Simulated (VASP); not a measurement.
# H (Cmmm) in VASP: single point with PBEsol

Aim: the single point of H with PBEsol.

Program: VASP 6.6.1. These are calculated values, not measurements. Logs are shortened: lines on timing, memory, paths and dates and some standing lists are left out, and cuts for length are marked.

### Step 1. The cell of the first run

Symmetry: Cmmm, No. 65, orthorhombic system. Conventional cell: a = 3.441 Å, b = 4.743 Å, c = 4.759 Å, α = 90.00°, β = 90.00°, γ = 90.00°. H (site symmetry mmm) has 6 H at 2.93 to 3.44 Å within 3.9 Å.

### Step 2. Single point, PBEsol

The input, INCAR:

```
SYSTEM = H
PREC = Accurate ; ENCUT = 520
EDIFF = 1E-6 ; ISMEAR = -1
SIGMA = 0.1 ; LREAL = .FALSE.
LASPH = .TRUE. ; NELM = 80
ALGO = Normal ; ISIF = 2
LWAVE = .FALSE. ; LCHARG = .FALSE.
GGA = PS ; NBANDS = 6
```

The input, KPOINTS:

```
regular mesh
0
G
  10 10 6
  0 0 0
```

The input, POSCAR:

```
H
1.0
    1.7204950000     -2.3714690000      0.0000000000
    1.7204950000      2.3714690000      0.0000000000
    0.0000000000      0.0000000000      4.7585690000
H
1
Direct
    0.0000000000      0.0000000000      0.0000000000
```

Potentials or basis: VASP PAW PBE potentials, release 64 (H).

Launch:

```console
> cat potpaw_PBE.64/H/POTCAR > POTCAR
> mpirun -np 1 vasp_std > vasp.out
```

OUTCAR:

```text
SYSTEM = H
   PREC = Accurate
   ENCUT = 520
   EDIFF = 1E-6
   ISMEAR = -1
   LREAL = .FALSE.
   LASPH = .TRUE.
   NELM = 80
   ISIF = 2
   GGA = PS

 ion  position               nearest neighbor table
   1  0.000  0.000  0.000-

  LATTYP: Found a base centered orthorhombic cell.
 ALAT       =     3.4409900000
 B/A-ratio  =     1.3783643661
 C/A-ratio  =     1.3829069541

  Lattice vectors:

 A1 = (   1.7204950000,  -2.3714690000,   0.0000000000)
 A2 = (   1.7204950000,   2.3714690000,   0.0000000000)
 A3 = (   0.0000000000,   0.0000000000,   4.7585690000)

Analysis of symmetry for initial positions (statically):
=====================================================================
 Subroutine PRICEL returns:
 Original cell was already a primitive cell.

 Routine SETGRP: Setting up the symmetry group for a
 base centered orthorhombic supercell.

 Subroutine GETGRP returns: Found  8 space group operations
 (whereof  8 operations were pure point group operations)
 out of a pool of  8 trial point group operations.

The static configuration has the point symmetry D_2h.

Analysis of symmetry for dynamics (positions and initial velocities):
=====================================================================
 Subroutine PRICEL returns:
 Original cell was already a primitive cell.

 Routine SETGRP: Setting up the symmetry group for a
 base centered orthorhombic supercell.

 Subroutine GETGRP returns: Found  8 space group operations
 (whereof  8 operations were pure point group operations)
 out of a pool of  8 trial point group operations.

The dynamic configuration has the point symmetry D_2h.

 Subroutine INISYM returns: Found  8 space group operations
 (whereof  8 operations are pure point group operations),
 and found     1 'primitive' translations

----------------------------------------------------------------------------------------

                                     Primitive cell

  volume of cell :      38.8309

  direct lattice vectors                    reciprocal lattice vectors
     1.720495000 -2.371469000  0.000000000     0.290614038 -0.210839779  0.000000000
     1.720495000  2.371469000  0.000000000     0.290614038  0.210839779  0.000000000
     0.000000000  0.000000000  4.758569000     0.000000000  0.000000000  0.210147210

  length of vectors
     2.929840996  2.929840996  4.758569000     0.359040293  0.359040293  0.210147210

  position of ions in fractional coordinates (direct lattice)
     0.000000000  0.000000000  0.000000000

  ion indices of the primitive-cell ions
   primitive index   ion index
                 1           1

----------------------------------------------------------------------------------------

 KPOINTS: regular mesh

Automatic generation of k-mesh.
 Grid dimensions read from file:
 generate k-points for:   10   10    6

 Generating k-lattice:

  Cartesian coordinates                     Fractional coordinates (reciprocal lattice)
     0.029061404 -0.021083978  0.000000000     0.100000000  0.000000000  0.000000000
     0.029061404  0.021083978  0.000000000     0.000000000  0.100000000  0.000000000
     0.000000000  0.000000000  0.035024535     0.000000000  0.000000000  0.166666667

  Length of vectors
     0.035904029  0.035904029  0.035024535

  Shift w.r.t. Gamma in fractional coordinates (k-lattice)
     0.000000000  0.000000000  0.000000000

 Subroutine IBZKPT returns following result:
 ===========================================

 Found    124 irreducible k-points:

 Following reciprocal coordinates:
            Coordinates               Weight
  0.000000  0.000000  0.000000      1.000000
  0.100000 -0.000000  0.000000      4.000000
  0.200000 -0.000000  0.000000      4.000000
  0.300000 -0.000000  0.000000      4.000000
  0.400000  0.000000  0.000000      4.000000
  0.500000  0.000000  0.000000      2.000000
[... 16 lines left out ...]
  0.300000  0.300000  0.000000      2.000000
  0.400000  0.300000  0.000000      4.000000
 [... further k-points ...]
   k-points           NKPTS =    124   k-points in BZ     NKDIM =    124   number of bands    NBANDS=      6
   number of dos      NEDOS =    301   number of ions     NIONS =      1
   total plane-waves  NPLWV =  20736
   dimension x,y,z NGX =    24 NGY =   24 NGZ =   36
   dimension x,y,z NGXF=    48 NGYF=   48 NGZF=   72
   ions per type =               1
   NGX,Y,Z   is equivalent  to a cutoff of  13.62, 13.62, 12.58 a.u.
   NGXF,Y,Z  is equivalent  to a cutoff of  27.24, 27.24, 25.15 a.u.
 SYSTEM =  H
   PREC   = accura    normal or accurate (medium, high low for compatibility)
   ISTART =      0    job   : 0-new  1-cont  2-samecut
   ICHARG =      2    charge: 1-file 2-atom 10-const
   ISPIN  =      1    spin polarized calculation?
   LNONCOLLINEAR =      F non collinear calculations
   LSORBIT =      F    spin-orbit coupling
   LASPH  =      T    aspherical Exc in radial PAW
   ENCUT  =  520.0 eV  38.22 Ry    6.18 a.u.   5.45  5.45  8.85*2*pi/ulx,y,z
   NELM   =     80;   NELMIN=  2; NELMDL= -5     # of ELM steps
   EDIFF  = 0.1E-05   stopping-criterion for ELM
   LREAL  =      F    real-space projection
   EDIFFG = 0.1E-04   stopping-criterion for IOM
   NSW    =      0    number of steps for IOM
   IBRION =     -1    ionic relax: 0-MD 1-quasi-New 2-CG
   NFREE  =      0    steps in history (QN), initial steepest desc. (CG)
   ISIF   =      2    stress and relaxation
   ISYM   =      2    0-nonsym 1-usesym 2-fastsym
   POTIM  = 0.5000    time-step for ionic-motion
   TEBEG  =    0.0;   TEEND  =   0.0 temperature during run
   PSTRESS=    0.0 pullay stress
   NELECT =       1.0000    total number of electrons
   NUPDOWN=      -1.0000    fix difference up-down
   EMIN   =  10.00;   EMAX   =-10.00  energy-range for DOS
   EFERMI =   0.00;   METHOD = LEGACY
   ISMEAR =    -1;   SIGMA  =   0.10  broadening in eV -4-tet -1-fermi 0-gaus
   EFERMI_NEDOS =   21; number of points for ismear=-14 and -15
   IALGO  =     38    algorithm
   IMIX   =      4    mixing-type and parameters
     AMIX     =   0.40;   BMIX     =  1.00
     AMIX_MAG =   1.60;   BMIX_MAG =  1.00
  volume/ion in A,a.u.               =      38.83       262.04
  Fermi-wavevector in a.u.,A,eV,Ry     =   0.483447  0.913583  3.179970  0.233721
  Thomas-Fermi vector in A             =   1.482615
   LORBIT       =      0    0 simple, 1 ext, 2 COOP (PROOUT), +10 PAW based schemes
   GGA     = PS    functional components
   LHFCALC =     F    Hartree Fock is set to
   AEXX    =    0.0000 exact exchange contribution
   IVDW    =     0    specifies the selected vdW correction
   LEPSILON=     F    determine dielectric tensor
   LRPA    =     F    only Hartree local field effects (RPA)
 non-spin polarized calculation
  energy-cutoff  :      520.00
  volume of cell :       38.83
 maximum number of plane-waves:      1066
 NGX is ok and might be reduce to    24
   NGX = 11   NGY = 11   NGZ = 17

 number of electron       1.0000000 magnetization

 Free energy of the ion-electron system (eV)
  ---------------------------------------------------
  ext. energy  EPLUGINS =         0.00000000
  ---------------------------------------------------
  free energy    TOTEN  =        -0.49104046 eV

  energy without entropy =       -0.45939421  energy(sigma->0) =       -0.47521733

 E-fermi :  -5.7322     XC(G=0):  -3.7373

 val. band max:       -5.7418034084   @ k =  -0.4000   0.1000   0.5000
 cond. band min:      -5.7194736561   @ k =   0.4000   0.0000   0.3333
 fundamental gap:      0.0223297523
 Fermi energy:        -5.7321861370

 k-point     1 :       0.0000    0.0000    0.0000
  band No.  band energies     occupation
      1      -7.4786      2.00000
      2       1.8797      0.00000
      3       3.0834      0.00000
      4       9.6566      0.00000
      5      14.0462      0.00000
      6      14.8855      0.00000

 k-point     2 :       0.1000   -0.0000    0.0000
  band No.  band energies     occupation
      1      -7.3412      2.00000
      2       2.0040      0.00000
      3       3.2745      0.00000
      4       8.7571      0.00000
      5      13.1063      0.00000
      6      14.5298      0.00000

 k-point     3 :       0.2000   -0.0000    0.0000
  band No.  band energies     occupation
      1      -6.9483      1.99999
      2       2.3010      0.00000
      3       3.8466      0.00000
      4       6.9310      0.00000
      5      11.9847      0.00000
      6      14.4596      0.00000

 k-point     4 :       0.3000   -0.0000    0.0000
  band No.  band energies     occupation
      1      -6.3713      1.99665
      2       2.3728      0.00000
      3       4.7933      0.00000
      4       5.6073      0.00000
      5      11.0294      0.00000
      6      12.6467      0.00000

 k-point     5 :       0.4000    0.0000    0.0000
  band No.  band energies     occupation
      1      -5.7861      1.26339
      2       1.7511      0.00000
      3       5.6972      0.00000
      4       6.0841      0.00000
      5       9.6345      0.00000
      6      10.2070      0.00000
[... 136 lines left out ...]
 k-point    21 :      -0.3000    0.2000    0.0000
  band No.  band energies     occupation
      1      -6.2655      1.99039
      2       2.7911      0.00000
      3       4.8555      0.00000
      4       6.7801      0.00000
      5       9.7786      0.00000
      6      12.7871      0.00000

 k-point    22 :      -0.2000    0.2000    0.0000
  band No.  band energies     occupation
      1      -6.7220      1.99990
      2       2.5481      0.00000
      3       4.1397      0.00000
      4       7.7662      0.00000
      5      10.6131      0.00000
      6      13.2657      0.00000

 k-point    23 :       0.3000    0.3000    0.0000
  band No.  band energies     occupation
      1      -5.1851      0.00838
      2       2.8273      0.00000
      3       4.8375      0.00000
      4       7.4772      0.00000
      5       7.5638      0.00000
      6      11.1509      0.00000

 k-point    24 :       0.4000    0.3000    0.0000
  band No.  band energies     occupation
      1      -4.9099      0.00054
      2       2.8989      0.00000
      3       4.6035      0.00000
      4       8.3615      0.00000
      5       8.6663      0.00000
      6      10.2618      0.00000

 [... further k-points ...]
[... 5 lines left out ...]
  --------------------------------------------------------------------------------------
  -------------------------------------------------------------------------------------
  Total       -0.8822451     -1.2025697     -0.0166871      0.0000000      0.0000000      0.0000000
  in kB      -36.4017767    -49.6184953     -0.6885156      0.0000000      0.0000000      0.0000000
  external PRESSURE =     -28.9029292 kB  Pullay stress =       0.0000000 kB

 VOLUME and BASIS-vectors are now :
 -----------------------------------------------------------------------------
  energy-cutoff  :      520.00
  volume of cell :       38.83
      direct lattice vectors                 reciprocal lattice vectors
     1.720495000 -2.371469000  0.000000000     0.290614038 -0.210839779  0.000000000
     1.720495000  2.371469000  0.000000000     0.290614038  0.210839779  0.000000000
     0.000000000  0.000000000  4.758569000     0.000000000  0.000000000  0.210147210

 POSITION                                       TOTAL-FORCE (eV/Angst)
 -----------------------------------------------------------------------------------
      0.00000      0.00000      0.00000         0.000000      0.000000      0.000000
 -----------------------------------------------------------------------------------
    total drift:                               -0.000000      0.000000      0.000000

  FREE ENERGIE OF THE ION-ELECTRON SYSTEM (eV)
  ---------------------------------------------------
  free  energy   TOTEN  =        -0.4910404556 eV

  energy  without entropy=       -0.4593942143  energy(sigma->0) =       -0.47521733
```

Run time: 9.9 s. Hardware: 1 thread of Intel Xeon Platinum 8375C at 2.90GHz (Ice Lake), shared host; peak memory 0.15 GiB.

Results:

* Free energy: -0.4910 eV
* Pressure: -2.9 GPa

Caveat: the PAW data sets were made with another functional, which shifts forces and pressure a little.
